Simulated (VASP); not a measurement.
CsRe2:

```
Cs Re
1.0
     0.00000    3.31123    3.31123
     3.31123    0.00000    3.31123
     3.31123    3.31123    0.00000
Cs Re
1 2
Direct
  0.00000 0.00000 0.00000
  0.25000 0.25000 0.25000
  0.75000 0.75000 0.75000
```

| Property | Result |
| --- | --- |
| Program | VASP 6.6.1 |
| Task | relaxation of cell and atoms |
| Functional | PBE |
| Potentials or basis | VASP PAW PBE potentials, release 64 (Cs_sv, Re) |
| Cutoff | 600 eV |
| k mesh | 4 × 4 × 4 |
| Occupations | gaussian, width 0.1 eV |
| Spin | no spin polarisation |

At the start: pressure -10.2 GPa; volume 24.20 Å³/atom.

Q: Where does the relaxation end?

A: Over 3 steps the energy falls by 108.8 meV/atom and the volume is 21.24 Å³/atom (-12.2 %); space group Fm-3m (No. 225, to 0.1 Å) before and after.

Step by step:
| step | energy change (eV) | largest force (eV/Å) | pressure (GPa) | volume (Å³) |
| --- | --- | --- | --- | --- |
| 1 | 0.0000 | 0.0000 | -10.19 | 72.61 |
| 2 | -0.0884 | 0.0000 | 14.61 | 57.61 |
| 3 | -0.3265 | 0.0000 | -0.16 | 63.72 |

Final structure:
```xyz
3
Lattice="0.0000 3.1701 3.1701 3.1701 0.0000 3.1701 3.1701 3.1701 0.0000" Properties=species:S:1:pos:R:3 pbc="T T T"
Cs    0.0000    0.0000    0.0000
Re    1.5851    1.5851    1.5851
Re    4.7552    4.7552    4.7552
```

Caveat: the k points lie up to 0.43 Å⁻¹ apart in the final cell, too coarse for converged energies and pressures of a metal.
